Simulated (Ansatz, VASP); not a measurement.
# Al in VASP and in Ansatz

```xyz
1
Lattice="0.0000 2.0194 2.0194 2.0194 0.0000 2.0194 2.0194 2.0194 0.0000" Properties=species:S:1:pos:R:3 pbc="T T T"
Al    2.0194    2.0194    2.0194
```

Alike in both runs: functional PBE; k mesh 8 × 8 × 8; occupations gaussian, width 0.1 eV; no spin polarisation.

Ansatz relaxed the structure, and its values are those at the end. VASP's run is a single point on that final structure, the one shown.

|  | VASP | Ansatz |
| --- | --- | --- |
| version | VASP 6.6.1 | Ansatz 0.2.0 |
| potentials or method | VASP PAW PBE potentials, release 64 (Al), cutoff 500 eV | scalar-relativistic, plane waves, PAW |
| valence electrons in the cell | 3 | 3 |

|  | VASP | Ansatz | Ansatz less VASP |
| --- | --- | --- | --- |
| gap on the k mesh at the Fermi level (eV) | none | none | - |
| pressure (GPa) | 0.2 | 0.2 | +0.04 |

A gap of «none» marks a metal or a gap that the smearing closes. With one functional, cell and mesh, what is left measures potentials, basis and numerics.
